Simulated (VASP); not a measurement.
# Si (P6/mmm) in VASP: notebook

The runs below take Si through single point, with r2SCAN.

Program: VASP 6.6.1. These are calculated values, not measurements. Logs are shortened: lines on timing, memory, paths and dates and some standing lists are left out, and cuts for length are marked.

## Step 1: The cell of the first run

It takes space group P6/mmm (No. 191, hexagonal). Conventional cell: a = 2.629 Å, b = 2.629 Å, c = 9.825 Å, α = 90.00°, β = 90.00°, γ = 120.00°. Si (site symmetry 6mm) has 8 Si at 2.34 to 2.63 Å within 3.1 Å. Si (site symmetry 6mm) has 8 Si at 2.49 to 2.63 Å within 3.3 Å.

This isn't the form of Si at room conditions, which is diamond.

## Step 2: Single point, r2SCAN (the distance across one plane changed)

POSCAR reads:

```
Si
1.0
   -2.6290009028      0.0000000000      0.0000000000
   -1.3145004514     -2.2767815684      0.0000000000
    0.0000000000      0.0000000000      9.8251962900
Si
4
Direct
    0.0000000000      0.0000000000      0.8883585117
    0.0000000000      0.0000000000      0.1269083588
    0.0000000000      0.0000000000      0.3807250765
    0.0000000000      0.0000000000      0.6345417941
```

INCAR.step1 reads:

```
ALGO = Normal ; EDIFF = 1E-4
ENCUT = 520 ; GGA = PE
ISMEAR = 0 ; LASPH = True
LCHARG = False ; LREAL = False
LWAVE = True ; NBANDS = 16
NELM = 80 ; PREC = Accurate
SIGMA = 0.15
```

INCAR.step2 reads:

```
ALGO = Normal ; EDIFF = 1E-6
ENCUT = 520 ; ISIF = 2
ISMEAR = 0 ; ISTART = 1
LASPH = True ; LCHARG = False
LMIXTAU = True ; LREAL = False
LWAVE = False ; METAGGA = R2SCAN
NBANDS = 16 ; NELM = 80
PREC = Accurate ; SIGMA = 0.15
```

KPOINTS reads:

```
k-points
0
Gamma
  26 26 6
```

Potentials or basis: VASP PAW PBE potentials, release 64 (Si).

Command:

```sh
$ cat potpaw_PBE.64/Si/POTCAR > POTCAR
$ cp INCAR.step1 INCAR
$ mpirun -np 1 vasp_std > vasp.out
$ cp INCAR.step2 INCAR
$ mpirun -np 1 vasp_std > vasp.out
```

OUTCAR:

```text
EDIFF = 1E-6
   ENCUT = 520
   ISIF = 2
   ISMEAR = 0
   ISTART = 1
   LASPH = True
   LREAL = False
   METAGGA = R2SCAN
   NELM = 80
   PREC = Accurate

 ion  position               nearest neighbor table
   1  0.000  0.000  0.888-   2 2.34   4 2.49
   2  0.000  0.000  0.127-   1 2.34   3 2.49
   3  0.000  0.000  0.381-   4 2.49   2 2.49
   4  0.000  0.000  0.635-   1 2.49   3 2.49

  LATTYP: Found a hexagonal cell.
 ALAT       =     2.6290009028
 C/A-ratio  =     3.7372357992

  Lattice vectors:

 A1 = (   1.3145004514,   2.2767815684,   0.0000000000)
 A2 = (  -2.6290009028,   0.0000000000,   0.0000000000)
 A3 = (   0.0000000000,   0.0000000000,   9.8251962900)

Analysis of symmetry for initial positions (statically):
=====================================================================
 Subroutine PRICEL returns:
 Original cell was already a primitive cell.

 Routine SETGRP: Setting up the symmetry group for a
 hexagonal supercell.

 Subroutine GETGRP returns: Found 24 space group operations
 (whereof 12 operations were pure point group operations)
 out of a pool of 24 trial point group operations.

The static configuration has the point symmetry C_6v.
 The point group associated with its full space group is D_6h.

Analysis of symmetry for dynamics (positions and initial velocities):
=====================================================================
 Subroutine PRICEL returns:
 Original cell was already a primitive cell.

 Routine SETGRP: Setting up the symmetry group for a
 hexagonal supercell.

 Subroutine GETGRP returns: Found 24 space group operations
 (whereof 12 operations were pure point group operations)
 out of a pool of 24 trial point group operations.

The dynamic configuration has the point symmetry C_6v.
 The point group associated with its full space group is D_6h.

 Subroutine INISYM returns: Found 24 space group operations
 (whereof 12 operations are pure point group operations),
 and found     1 'primitive' translations

----------------------------------------------------------------------------------------

                                     Primitive cell

  volume of cell :      58.8103

  direct lattice vectors                    reciprocal lattice vectors
    -2.629000903  0.000000000  0.000000000    -0.380372635  0.219608243  0.000000000
    -1.314500451 -2.276781568  0.000000000     0.000000000 -0.439216486  0.000000000
     0.000000000  0.000000000  9.825196290     0.000000000  0.000000000  0.101779137
[... 90 lines left out ...]
   EDIFFG = 0.1E-04   stopping-criterion for IOM
   NSW    =      0    number of steps for IOM
   IBRION =     -1    ionic relax: 0-MD 1-quasi-New 2-CG
   NFREE  =      0    steps in history (QN), initial steepest desc. (CG)
   ISIF   =      2    stress and relaxation
   ISYM   =      2    0-nonsym 1-usesym 2-fastsym
   POTIM  = 0.5000    time-step for ionic-motion
   TEBEG  =    0.0;   TEEND  =   0.0 temperature during run
   PSTRESS=    0.0 pullay stress
   NELECT =      16.0000    total number of electrons
   NUPDOWN=      -1.0000    fix difference up-down
   EMIN   =  10.00;   EMAX   =-10.00  energy-range for DOS
   EFERMI =   0.00;   METHOD = LEGACY
   ISMEAR =     0;   SIGMA  =   0.15  broadening in eV -4-tet -1-fermi 0-gaus
   EFERMI_NEDOS =   21; number of points for ismear=-14 and -15
   IALGO  =     38    algorithm
   IMIX   =      4    mixing-type and parameters
     AMIX     =   0.40;   BMIX     =  1.00
     AMIX_MAG =   1.60;   BMIX_MAG =  1.00
  volume/ion in A,a.u.               =      14.70        99.22
  Fermi-wavevector in a.u.,A,eV,Ry     =   1.060792  2.004607 15.310369  1.125280
  Thomas-Fermi vector in A             =   2.196186
   LORBIT       =      0    0 simple, 1 ext, 2 COOP (PROOUT), +10 PAW based schemes
   METAGGA = R2SCAN    functional components
   LHFCALC =     F    Hartree Fock is set to
   AEXX    =    0.0000 exact exchange contribution
   IVDW    =     0    specifies the selected vdW correction
   LEPSILON=     F    determine dielectric tensor
   LRPA    =     F    only Hartree local field effects (RPA)
 non-spin polarized calculation
 Gauss-broadening in eV      SIGMA  =   0.15
  energy-cutoff  :      520.00
  volume of cell :       58.81
 maximum number of plane-waves:      1617
   NGX =  9   NGY =  9   NGZ = 37

 number of electron      15.9999999 magnetization

 Free energy of the ion-electron system (eV)
  ---------------------------------------------------
  ext. energy  EPLUGINS =         0.00000000
  ---------------------------------------------------
  free energy    TOTEN  =       -33.26949374 eV

  energy without entropy =      -33.25364329  energy(sigma->0) =      -33.26156852

 E-fermi :   9.6947     XC(G=0): -11.6567

 val. band max:        9.6936395470   @ k =  -0.4615   0.1923   0.1667
 cond. band min:       9.6973869172   @ k =   0.2308   0.0385   0.0000
 fundamental gap:      0.0037473703
 Fermi energy:         9.6946733796

 k-point     1 :       0.0000    0.0000    0.0000
  band No.  band energies     occupation
      1      -5.2507      2.00000
      2      -3.7936      2.00000
      3      -3.5395      2.00000
      4       0.0275      2.00000
      5       2.1229      2.00000
      6       8.4617      2.00000
[... 433 lines left out ...]
      3       1.2021      2.00000
      4       4.7172      2.00000
      5       5.0427      2.00000
      6       6.2333      2.00000
[... 8 lines left out ...]
     15      16.2356      0.00000
     16      17.5996      0.00000

 [... further k-points ...]

------------------------ aborting loop because EDIFF is reached ----------------------------------------

  FORCE on cell =-STRESS in cart. coord.  units (eV):
  Direction    XX          YY          ZZ          XY          YZ          ZX
  --------------------------------------------------------------------------------------
  -------------------------------------------------------------------------------------
  Total        0.5820696      0.5820696      1.3242253      0.0000000     -0.0000000     -0.0000000
  in kB       15.8574073     15.8574073     36.0760613      0.0000000     -0.0000000     -0.0000000
  external PRESSURE =      22.5969586 kB  Pullay stress =       0.0000000 kB

 VOLUME and BASIS-vectors are now :
 -----------------------------------------------------------------------------
  energy-cutoff  :      520.00
  volume of cell :       58.81
      direct lattice vectors                 reciprocal lattice vectors
    -2.629000903  0.000000000  0.000000000    -0.380372635  0.219608243  0.000000000
    -1.314500451 -2.276781568  0.000000000     0.000000000 -0.439216486  0.000000000
     0.000000000  0.000000000  9.825196290     0.000000000  0.000000000  0.101779137

 POSITION                                       TOTAL-FORCE (eV/Angst)
 -----------------------------------------------------------------------------------
      0.00000      0.00000      8.72830         0.000000      0.000000     -0.823101
      0.00000      0.00000      1.24690        -0.000000     -0.000000      0.823101
      0.00000      0.00000      3.74070        -0.000000      0.000000      0.088076
      0.00000      0.00000      6.23450         0.000000      0.000000     -0.088076
 -----------------------------------------------------------------------------------
    total drift:                               -0.000000     -0.000000      0.000301

  FREE ENERGIE OF THE ION-ELECTRON SYSTEM (eV)
  ---------------------------------------------------
  free  energy   TOTEN  =       -33.2694937428 eV

  energy  without entropy=      -33.2536432930  energy(sigma->0) =      -33.26156852
```

OSZICAR.step1:

```text
N       E                     dE             d eps       ncg     rms          rms(c)
DAV:   1     0.179876417857E+02    0.17988E+02   -0.61219E+03  8960   0.844E+02
DAV:   2    -0.192987038647E+02   -0.37286E+02   -0.34789E+02 12248   0.116E+02
DAV:   3    -0.204534787405E+02   -0.11548E+01   -0.11466E+01 11752   0.181E+01
DAV:   4    -0.204601136353E+02   -0.66349E-02   -0.66336E-02 11184   0.183E+00
DAV:   5    -0.204601589900E+02   -0.45355E-04   -0.45354E-04 11824   0.131E-01    0.602E+00
DAV:   6    -0.204308054770E+02    0.29354E-01   -0.53659E-02 11760   0.126E+00    0.355E+00
DAV:   7    -0.204216759531E+02    0.91295E-02   -0.65232E-02 11400   0.140E+00    0.445E-01
DAV:   8    -0.204175510684E+02    0.41249E-02   -0.22805E-02 10992   0.855E-01    0.269E-01
DAV:   9    -0.204175596641E+02   -0.85957E-05   -0.14806E-03  9968   0.242E-01    0.238E-01
DAV:  10    -0.204175403482E+02    0.19316E-04   -0.69999E-05  7016   0.509E-02
   1 F= -.20417540E+02 E0= -.20409436E+02  d E =-.162090E-01
```

It took 20 min on 1 thread of AMD EPYC 7R13, shared host; peak memory 0.29 GiB.

Results:

```
Free energy            : -33.2695 eV
Pressure               : 2.3 GPa
Largest force          : 0.823 eV/Å
Band gap on the k mesh : zero (bands 8 and 9 overlap by 10.77 eV)
```

Forces in eV/Å, atoms in the order of the input:
```
Si   0.000  0.000 -0.823
Si   0.000  0.000  0.823
Si   0.000  0.000  0.088
Si   0.000  0.000 -0.088
```

Stress tensor (GPa, compression positive):
```
1.59 0.00 0.00
0.00 1.59 0.00
0.00 0.00 3.61
```

Caveat: the cell differs from its parent crystal (the distance across one plane changed); the PAW data sets were made with another functional, which shifts forces and pressure a little.

## Step 3: Single point, r2SCAN (the distance across one plane changed)

POSCAR reads:

```
Si
1.0
   -2.6290009028      0.0000000000      0.0000000000
   -1.3145004514     -2.2767815684      0.0000000000
    0.0000000000      0.0000000000     10.2251962900
Si
4
Direct
    0.0000000000      0.0000000000      0.8536067677
    0.0000000000      0.0000000000      0.1219438240
    0.0000000000      0.0000000000      0.3658314719
    0.0000000000      0.0000000000      0.6097191198
```

INCAR.step1 reads:

```
ALGO     = Normal         # electronic algorithm
EDIFF    = 1E-4           # SCF threshold, eV
ENCUT    = 520            # plane-wave cutoff, eV
GGA      = PE             # functional
ISMEAR   = 0              # smearing method
LASPH    = True           # aspherical terms in the spheres
LCHARG   = False          # write CHGCAR
LREAL    = False          # projectors in reciprocal space
LWAVE    = True           # write WAVECAR
NBANDS   = 16             # bands
NELM     = 80             # most SCF steps
PREC     = Accurate       # precision mode
SIGMA    = 0.15           # smearing width, eV
```

INCAR.step2 reads:

```
ALGO     = Normal         # electronic algorithm
EDIFF    = 1E-6           # SCF threshold, eV
ENCUT    = 520            # plane-wave cutoff, eV
ISIF     = 2              # what is computed and relaxed
ISMEAR   = 0              # smearing method
ISTART   = 1            
LASPH    = True           # aspherical terms in the spheres
LCHARG   = True           # write CHGCAR
LELF     = True           # ELF
LMIXTAU  = True         
LREAL    = False          # projectors in reciprocal space
LVHAR    = True         
LWAVE    = False          # write WAVECAR
METAGGA  = R2SCAN         # meta-GGA
NBANDS   = 16             # bands
NELM     = 80             # most SCF steps
PREC     = Accurate       # precision mode
SIGMA    = 0.15           # smearing width, eV
```

KPOINTS is that of step 2.

Potentials or basis: VASP PAW PBE potentials, release 64 (Si).

Command:

```sh
$ cat potpaw_PBE.64/Si/POTCAR > POTCAR
$ cp INCAR.step1 INCAR
$ mpirun -np 1 vasp_std > vasp.out
$ cp INCAR.step2 INCAR
$ mpirun -np 1 vasp_std > vasp.out
```

OUTCAR:

```text
EDIFF = 1E-6
   ENCUT = 520
   ISIF = 2
   ISMEAR = 0
   ISTART = 1
   LASPH = True
   LREAL = False
   METAGGA = R2SCAN
   NELM = 80
   PREC = Accurate

 ion  position               nearest neighbor table
   1  0.000  0.000  0.854-   4 2.49   2 2.74
   2  0.000  0.000  0.122-   3 2.49   1 2.74
   3  0.000  0.000  0.366-   4 2.49   2 2.49
   4  0.000  0.000  0.610-   3 2.49   1 2.49

  LATTYP: Found a hexagonal cell.
 ALAT       =     2.6290009028
 C/A-ratio  =     3.8893848530

  Lattice vectors:

 A1 = (   1.3145004514,   2.2767815684,   0.0000000000)
 A2 = (  -2.6290009028,   0.0000000000,   0.0000000000)
 A3 = (   0.0000000000,   0.0000000000,  10.2251962900)

Analysis of symmetry for initial positions (statically):
=====================================================================
 Subroutine PRICEL returns:
 Original cell was already a primitive cell.

 Routine SETGRP: Setting up the symmetry group for a
 hexagonal supercell.

 Subroutine GETGRP returns: Found 24 space group operations
 (whereof 12 operations were pure point group operations)
 out of a pool of 24 trial point group operations.

The static configuration has the point symmetry C_6v.
 The point group associated with its full space group is D_6h.

Analysis of symmetry for dynamics (positions and initial velocities):
=====================================================================
 Subroutine PRICEL returns:
 Original cell was already a primitive cell.

 Routine SETGRP: Setting up the symmetry group for a
 hexagonal supercell.

 Subroutine GETGRP returns: Found 24 space group operations
 (whereof 12 operations were pure point group operations)
 out of a pool of 24 trial point group operations.

The dynamic configuration has the point symmetry C_6v.
 The point group associated with its full space group is D_6h.

 Subroutine INISYM returns: Found 24 space group operations
[... 121 lines left out ...]
     AMIX_MAG =   1.60;   BMIX_MAG =  1.00
  volume/ion in A,a.u.               =      15.30       103.26
  Fermi-wavevector in a.u.,A,eV,Ry     =   1.046776  1.978119 14.908435  1.095739
  Thomas-Fermi vector in A             =   2.181628
   LORBIT       =      0    0 simple, 1 ext, 2 COOP (PROOUT), +10 PAW based schemes
   METAGGA = R2SCAN    functional components
   LHFCALC =     F    Hartree Fock is set to
   AEXX    =    0.0000 exact exchange contribution
   IVDW    =     0    specifies the selected vdW correction
   LEPSILON=     F    determine dielectric tensor
   LRPA    =     F    only Hartree local field effects (RPA)
 non-spin polarized calculation
 Gauss-broadening in eV      SIGMA  =   0.15
  energy-cutoff  :      520.00
  volume of cell :       61.20
 maximum number of plane-waves:      1678
   NGX =  9   NGY =  9   NGZ = 39

 number of electron      16.0000000 magnetization

 Free energy of the ion-electron system (eV)
  ---------------------------------------------------
  ext. energy  EPLUGINS =         0.00000000
  ---------------------------------------------------
  free energy    TOTEN  =       -33.20388840 eV

  energy without entropy =      -33.18503355  energy(sigma->0) =      -33.19446098

 E-fermi :   9.1466     XC(G=0): -11.4747

 val. band max:        9.1456284030   @ k =   0.2692   0.0385   0.0000
 cond. band min:       9.1524633166   @ k =   0.4231   0.1923   0.0000
 fundamental gap:      0.0068349136
 Fermi energy:         9.1466234970

 k-point     1 :       0.0000    0.0000    0.0000
  band No.  band energies     occupation
      1      -5.4479      2.00000
      2      -4.1891      2.00000
      3      -3.7836      2.00000
      4      -0.8553      2.00000
      5       1.8637      2.00000
      6       7.3791      2.00000
[... 433 lines left out ...]
      3       0.9731      2.00000
      4       3.8508      2.00000
      5       4.8413      2.00000
      6       5.9284      2.00000
[... 8 lines left out ...]
     15      15.8759      0.00000
     16      17.3075      0.00000

 [... further k-points ...]

------------------------ aborting loop because EDIFF is reached ----------------------------------------

  FORCE on cell =-STRESS in cart. coord.  units (eV):
  Direction    XX          YY          ZZ          XY          YZ          ZX
  --------------------------------------------------------------------------------------
  -------------------------------------------------------------------------------------
  Total        0.1010480      0.1010480     -2.5813514      0.0000000     -0.0000000     -0.0000000
  in kB        2.6451766      2.6451766    -67.5731187      0.0000000     -0.0000000     -0.0000000
  external PRESSURE =     -20.7609218 kB  Pullay stress =       0.0000000 kB

 VOLUME and BASIS-vectors are now :
 -----------------------------------------------------------------------------
  energy-cutoff  :      520.00
  volume of cell :       61.20
      direct lattice vectors                 reciprocal lattice vectors
    -2.629000903  0.000000000  0.000000000    -0.380372635  0.219608243  0.000000000
    -1.314500451 -2.276781568  0.000000000     0.000000000 -0.439216486  0.000000000
     0.000000000  0.000000000 10.225196290     0.000000000  0.000000000  0.097797634

 POSITION                                       TOTAL-FORCE (eV/Angst)
 -----------------------------------------------------------------------------------
      0.00000      0.00000      8.72830        -0.000000     -0.000000      0.512497
      0.00000      0.00000      1.24690         0.000000     -0.000000     -0.512497
      0.00000      0.00000      3.74070         0.000000      0.000000     -0.070689
      0.00000      0.00000      6.23450         0.000000      0.000000      0.070689
 -----------------------------------------------------------------------------------
    total drift:                               -0.000000     -0.000000     -0.000178

  FREE ENERGIE OF THE ION-ELECTRON SYSTEM (eV)
  ---------------------------------------------------
  free  energy   TOTEN  =       -33.2038884003 eV

  energy  without entropy=      -33.1850335532  energy(sigma->0) =      -33.19446098
```

OSZICAR.step1:

```text
N       E                     dE             d eps       ncg     rms          rms(c)
DAV:   1     0.196836647417E+02    0.19684E+02   -0.61245E+03  8960   0.844E+02
DAV:   2    -0.191374668439E+02   -0.38821E+02   -0.36136E+02 12248   0.118E+02
DAV:   3    -0.204018117816E+02   -0.12643E+01   -0.12536E+01 11944   0.190E+01
DAV:   4    -0.204097185558E+02   -0.79068E-02   -0.79043E-02 11072   0.198E+00
DAV:   5    -0.204097784559E+02   -0.59900E-04   -0.59900E-04 12128   0.151E-01    0.562E+00
DAV:   6    -0.203820406656E+02    0.27738E-01   -0.90537E-02 10888   0.154E+00    0.331E+00
DAV:   7    -0.203784479022E+02    0.35928E-02   -0.92260E-02 10960   0.163E+00    0.738E-01
DAV:   8    -0.203703189206E+02    0.81290E-02   -0.36542E-02 11232   0.108E+00    0.235E-01
DAV:   9    -0.203704482319E+02   -0.12931E-03   -0.27179E-03 10064   0.331E-01    0.250E-01
DAV:  10    -0.203704516865E+02   -0.34546E-05   -0.76309E-05  8256   0.522E-02
   1 F= -.20370452E+02 E0= -.20360564E+02  d E =-.197750E-01
```

It took 18 min on 1 thread of AMD EPYC 7R13, shared host; peak memory 0.29 GiB.

What came out:

- Free energy: -33.2039 eV
- Pressure: -2.1 GPa
- Largest force: 0.512 eV/Å
- Band gap on the k mesh: zero (bands 8 and 9 overlap by 9.80 eV)

Forces in eV/Å, atoms in the order of the input:
```
Si   0.000  0.000  0.512
Si   0.000  0.000 -0.512
Si   0.000  0.000 -0.071
Si   0.000  0.000  0.071
```

Stress tensor (GPa, compression positive):
```
 0.26  0.00  0.00
 0.00  0.26  0.00
 0.00  0.00 -6.76
```

Caveat: the cell differs from its parent crystal (the distance across one plane changed); the PAW data sets were made with another functional, which shifts forces and pressure a little.
